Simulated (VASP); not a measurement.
# TaSi3 (Pm-3m) in VASP: further runs

TaSi3 is run at these levels: PBE; tasks: single point, relaxation of cell and atoms.

Program: VASP 6.6.1. These are calculated values, not measurements. Logs are shortened: lines on timing, memory, paths and dates and some standing lists are left out, and cuts for length are marked.

## Step 1: The cell of the first run

The structure is cubic, space group Pm-3m (No. 221). Conventional cell: a = 4.900 Å, b = 4.900 Å, c = 4.900 Å, α = 90.00°, β = 90.00°, γ = 90.00°. Ta (site symmetry m-3m) has 6 Si at 2.45 Å within 3.2 Å. Si (site symmetry 4/mmm) has 2 Ta at 2.45 Å within 3.2 Å.

## Step 2: Single point, PBE

INCAR reads:

```
SYSTEM = TaSi3
  PREC = Accurate
  ENCUT = 520
  EDIFF = 1E-7
  ISMEAR = 0
  SIGMA = 0.1
  LREAL = .FALSE.
  LASPH = .TRUE.
  NELM = 100
  ALGO = Normal
  ISIF = 2
  LWAVE = .FALSE.
  LCHARG = .TRUE.
  GGA = PE
  LELF = .TRUE.
  LVHAR = .TRUE.
  NBANDS = 20
```

KPOINTS reads:

```
regular mesh
0
G
  4 4 4
  0 0 0
```

POSCAR reads:

```
TaSi3
1.0
    4.9001584699      0.0000000000      0.0000000000
    0.0000000000      4.9001584699      0.0000000000
    0.0000000000      0.0000000000      4.9001584699
Ta Si
1 3
Direct
    0.0000000000      0.0000000000      0.0000000000
    0.5000000000      0.0000000000      0.0000000000
    0.0000000000      0.5000000000      0.0000000000
    0.0000000000      0.0000000000      0.5000000000
```

Potentials or basis: VASP PAW PBE potentials, release 64 (Ta_pv, Si).

Command:

```sh
> cat potpaw_PBE.64/Ta_pv/POTCAR potpaw_PBE.64/Si/POTCAR > POTCAR
> mpirun -np 1 vasp_std > vasp.out
```

OUTCAR:

```text
SYSTEM = TaSi3
   PREC = Accurate
   ENCUT = 520
   EDIFF = 1E-7
   ISMEAR = 0
   LREAL = .FALSE.
   LASPH = .TRUE.
   NELM = 100
   ISIF = 2
   GGA = PE

 ion  position               nearest neighbor table
   1  0.000  0.000  0.000-   2 2.45   3 2.45   4 2.45   4 2.45   3 2.45   2 2.45
   2  0.500  0.000  0.000-   1 2.45   1 2.45
   3  0.000  0.500  0.000-   1 2.45   1 2.45
   4  0.000  0.000  0.500-   1 2.45   1 2.45

  LATTYP: Found a simple cubic cell.
 ALAT       =     4.9001584699

  Lattice vectors:

 A1 = (   4.9001584699,   0.0000000000,   0.0000000000)
 A2 = (   0.0000000000,   4.9001584699,   0.0000000000)
 A3 = (   0.0000000000,   0.0000000000,   4.9001584699)

Analysis of symmetry for initial positions (statically):
=====================================================================
 Subroutine PRICEL returns:
 Original cell was already a primitive cell.

 Routine SETGRP: Setting up the symmetry group for a
 simple cubic supercell.

 Subroutine GETGRP returns: Found 48 space group operations
 (whereof 48 operations were pure point group operations)
 out of a pool of 48 trial point group operations.

The static configuration has the point symmetry O_h .

Analysis of symmetry for dynamics (positions and initial velocities):
=====================================================================
 Subroutine PRICEL returns:
 Original cell was already a primitive cell.

 Routine SETGRP: Setting up the symmetry group for a
 simple cubic supercell.

 Subroutine GETGRP returns: Found 48 space group operations
 (whereof 48 operations were pure point group operations)
 out of a pool of 48 trial point group operations.

The dynamic configuration has the point symmetry O_h .

 Subroutine INISYM returns: Found 48 space group operations
 (whereof 48 operations are pure point group operations),
 and found     1 'primitive' translations

----------------------------------------------------------------------------------------

                                     Primitive cell

  volume of cell :     117.6604

  direct lattice vectors                    reciprocal lattice vectors
     4.900158470  0.000000000  0.000000000     0.204075033  0.000000000  0.000000000
     0.000000000  4.900158470  0.000000000     0.000000000  0.204075033  0.000000000
     0.000000000  0.000000000  4.900158470     0.000000000  0.000000000  0.204075033

  length of vectors
     4.900158470  4.900158470  4.900158470     0.204075033  0.204075033  0.204075033

[... 69 lines left out ...]
   EDIFF  = 0.1E-06   stopping-criterion for ELM
   LREAL  =      F    real-space projection
   EDIFFG = 0.1E-05   stopping-criterion for IOM
   NSW    =      0    number of steps for IOM
   IBRION =     -1    ionic relax: 0-MD 1-quasi-New 2-CG
   NFREE  =      0    steps in history (QN), initial steepest desc. (CG)
   ISIF   =      2    stress and relaxation
   ISYM   =      2    0-nonsym 1-usesym 2-fastsym
   POTIM  = 0.5000    time-step for ionic-motion
   TEBEG  =    0.0;   TEEND  =   0.0 temperature during run
   PSTRESS=    0.0 pullay stress
   NELECT =      23.0000    total number of electrons
   NUPDOWN=      -1.0000    fix difference up-down
   EMIN   =  10.00;   EMAX   =-10.00  energy-range for DOS
   EFERMI =   0.00;   METHOD = LEGACY
   ISMEAR =     0;   SIGMA  =   0.10  broadening in eV -4-tet -1-fermi 0-gaus
   EFERMI_NEDOS =   21; number of points for ismear=-14 and -15
   IALGO  =     38    algorithm
   IMIX   =      4    mixing-type and parameters
     AMIX     =   0.40;   BMIX     =  1.00
     AMIX_MAG =   1.60;   BMIX_MAG =  1.00
  volume/ion in A,a.u.               =      29.42       198.50
  Fermi-wavevector in a.u.,A,eV,Ry     =   0.950110  1.795448 12.282107  0.902709
  Thomas-Fermi vector in A             =   2.078456
   LORBIT       =      0    0 simple, 1 ext, 2 COOP (PROOUT), +10 PAW based schemes
   GGA     = PE    functional components
   LHFCALC =     F    Hartree Fock is set to
   AEXX    =    0.0000 exact exchange contribution
   IVDW    =     0    specifies the selected vdW correction
   LEPSILON=     F    determine dielectric tensor
   LRPA    =     F    only Hartree local field effects (RPA)
 non-spin polarized calculation
 Gauss-broadening in eV      SIGMA  =   0.10
  energy-cutoff  :      520.00
  volume of cell :      117.66
 maximum number of plane-waves:      3191
   NGX = 19   NGY = 19   NGZ = 19

 number of electron      23.0000007 magnetization

 Free energy of the ion-electron system (eV)
  ---------------------------------------------------
  ext. energy  EPLUGINS =         0.00000000
  ---------------------------------------------------
  free energy    TOTEN  =       -25.02640996 eV

  energy without entropy =      -25.00805294  energy(sigma->0) =      -25.01723145

 E-fermi :   2.3658     XC(G=0):  -8.1429

 val. band max:        2.3408177609   @ k =   0.5000   0.5000   0.0000
 cond. band min:       2.4171230871   @ k =   0.5000   0.2500   0.0000
 fundamental gap:      0.0763053262
 Fermi energy:         2.3658078634

 k-point     1 :       0.0000    0.0000    0.0000
  band No.  band energies     occupation
      1     -31.1302      2.00000
      2     -31.1302      2.00000
      3     -31.1302      2.00000
      4      -6.9572      2.00000
      5      -4.1190      2.00000
      6      -4.1190      2.00000
[... 219 lines left out ...]
     19       6.4630      0.00000
     20      10.0738      0.00000

------------------------ aborting loop because EDIFF is reached ----------------------------------------

  FORCE on cell =-STRESS in cart. coord.  units (eV):
  Direction    XX          YY          ZZ          XY          YZ          ZX
  --------------------------------------------------------------------------------------
  -------------------------------------------------------------------------------------
  Total        0.0982943      0.0982943      0.0982943      0.0000000      0.0000000     -0.0000000
  in kB        1.3384698      1.3384698      1.3384698      0.0000000      0.0000000     -0.0000000
  external PRESSURE =       1.3384698 kB  Pullay stress =       0.0000000 kB

 VOLUME and BASIS-vectors are now :
 -----------------------------------------------------------------------------
  energy-cutoff  :      520.00
  volume of cell :      117.66
      direct lattice vectors                 reciprocal lattice vectors
     4.900158470  0.000000000  0.000000000     0.204075033  0.000000000  0.000000000
     0.000000000  4.900158470  0.000000000     0.000000000  0.204075033  0.000000000
     0.000000000  0.000000000  4.900158470     0.000000000  0.000000000  0.204075033

 POSITION                                       TOTAL-FORCE (eV/Angst)
 -----------------------------------------------------------------------------------
      0.00000      0.00000      0.00000         0.000000      0.000000      0.000000
      2.45008      0.00000      0.00000         0.000000      0.000000      0.000000
      0.00000      2.45008      0.00000         0.000000      0.000000      0.000000
      0.00000      0.00000      2.45008         0.000000      0.000000      0.000000
 -----------------------------------------------------------------------------------
    total drift:                                0.000000     -0.000000     -0.000000

  FREE ENERGIE OF THE ION-ELECTRON SYSTEM (eV)
  ---------------------------------------------------
  free  energy   TOTEN  =       -25.0264099617 eV

  energy  without entropy=      -25.0080529438  energy(sigma->0) =      -25.01723145
```

stdout:

```text
POSCAR found type information on POSCAR TaSi
 POSCAR found :  2 types and       4 ions
 scaLAPACK will be used
 LDA part: xc-table for (Slater+PW92), standard interpolation
 POSCAR, INCAR and KPOINTS ok, starting setup
 FFT: planning ... GRIDC
 FFT: planning ... GRID_SOFT
 FFT: planning ... GRID
 WAVECAR not read
 entering main loop
```

Run time: 8.7 s. Hardware: 1 thread of Intel Xeon 6975P-C (Granite Rapids), shared host; peak memory 0.2 GiB.

Results:

| Property | Result |
| --- | --- |
| Free energy | -25.0264 eV |
| Pressure | 0.1 GPa |

Levels at points of the mesh, in eV from the Fermi level:
| k point | band 8 | band 9 | band 10 | band 11 | band 12 | band 13 | band 14 | band 15 |
| --- | --- | --- | --- | --- | --- | --- | --- | --- |
| (0.00, 0.00, 0.00) | -1.78 | -1.78 | 0.13 | 0.13 | 0.13 | 1.73 | 1.73 | 1.73 |
| (0.50, 0.00, 0.00) | -1.54 | -1.54 | -1.07 | -1.07 | 0.20 | 0.35 | 0.67 | 2.80 |
| (0.50, 0.50, 0.00) | -3.20 | -2.20 | -1.44 | -1.44 | -0.03 | 0.65 | 0.65 | 3.83 |
| (0.50, 0.50, 0.50) | -3.05 | -3.05 | -3.05 | -2.16 | -2.16 | 3.29 | 4.09 | 4.09 |

Caveat: spin-orbit coupling is left out, which moves the levels of the heavy elements.

## Step 3: Relaxation of cell and atoms, PBE

This run uses another cell than the first one, of 14.85 Å³/atom, 0.505 times its volume.

INCAR reads:

```
PREC     = Accurate       # precision mode
ENCUT    = 600            # plane-wave cutoff, eV
EDIFF    = 1E-6           # SCF threshold, eV
ISMEAR   = 0              # smearing method
SIGMA    = 0.1            # smearing width, eV
LREAL    = False          # projectors in reciprocal space
LASPH    = True           # aspherical terms in the spheres
NELM     = 100            # most SCF steps
ALGO     = Normal         # electronic algorithm
ISIF     = 3              # what is computed and relaxed
LWAVE    = False          # write WAVECAR
LCHARG   = False          # write CHGCAR
GGA      = PE             # functional
IBRION   = 2              # ionic algorithm
NSW      = 90             # ionic steps
EDIFFG   = -0.04          # ionic threshold
```

KPOINTS reads:

```
Automatic mesh
0
Gamma
  4 4 4
```

POSCAR reads:

```
TaSi3
1.0
    3.9015636000      0.0000000000      0.0000000000
    0.0000000000      3.9015636000      0.0000000000
    0.0000000000      0.0000000000      3.9015636000
Ta Si
1 3
Direct
    0.0000000000      0.0000000000      0.0000000000
    0.5000000000      0.0000000000      0.0000000000
    0.0000000000      0.5000000000      0.0000000000
    0.0000000000      0.0000000000      0.5000000000
```

Potentials or basis: VASP PAW PBE potentials, release 64 (Ta_pv, Si).

Command:

```sh
> cat potpaw_PBE.64/Ta_pv/POTCAR potpaw_PBE.64/Si/POTCAR > POTCAR
> mpirun -np 1 vasp_std > vasp.out
```

Run time: 20 s. Hardware: 1 thread of Intel Xeon 6975P-C (Granite Rapids), shared host; peak memory 0.17 GiB.

The run converged. Its results:

```
Free energy                            : -25.0186 eV
Relaxed volume                         : 29.48 Å³/atom
Relaxed cell                           : a = 4.904 Å, b = 4.904 Å, c = 4.904 Å, α = 90.00°, β = 90.00°, γ = 90.00°
Space group after relaxing (to 0.05 Å) : Pm-3m (No. 221)
Energy gained by relaxing              : 3589.6 meV/atom
Ionic steps                            : 5
Pressure after relaxing                : 0.0 GPa
```

Step by step:
```csv
step,energy change (eV),largest force (eV/Å),pressure (GPa),volume (Å³)
1,0.0000,0.0000,134.13,59.39
2,-7.0978,0.0000,-9.69,243.11
3,-14.3196,0.0000,-2.35,123.02
4,-14.3499,0.0000,-1.12,120.26
5,-14.3584,0.0000,0.00,117.91
```

Final structure:
```yaml
crystal:
  lattice:
    - [4.90362, 0.00000, 0.00000]
    - [0.00000, 4.90362, 0.00000]
    - [0.00000, 0.00000, 4.90362]
  atoms:
    - { symbol: Ta, position: [0.00000, 0.00000, 0.00000] }
    - { symbol: Si, position: [0.50000, 0.00000, 0.00000] }
    - { symbol: Si, position: [0.00000, 0.50000, 0.00000] }
    - { symbol: Si, position: [0.00000, 0.00000, 0.50000] }
```

Levels at points of the mesh, in eV from the Fermi level:
| k point | band 8 | band 9 | band 10 | band 11 | band 12 | band 13 | band 14 | band 15 |
| --- | --- | --- | --- | --- | --- | --- | --- | --- |
| (0.00, 0.00, 0.00) | -1.77 | -1.77 | 0.14 | 0.14 | 0.14 | 1.73 | 1.73 | 1.73 |
| (0.50, 0.00, 0.00) | -1.54 | -1.54 | -1.07 | -1.07 | 0.20 | 0.35 | 0.67 | 2.79 |
| (0.50, 0.50, 0.00) | -3.19 | -2.20 | -1.43 | -1.43 | -0.03 | 0.65 | 0.65 | 3.82 |
| (0.50, 0.50, 0.50) | -3.04 | -3.04 | -3.04 | -2.16 | -2.16 | 4.09 | 4.09 | 4.09 |

Caveat: the k points lie up to 0.32 Å⁻¹ apart in the final cell; the volume moved by over 15 % at a fixed basis, so the end points are rough; spin-orbit coupling is left out, which moves the levels of the heavy elements.

[end of part 1 of 2]
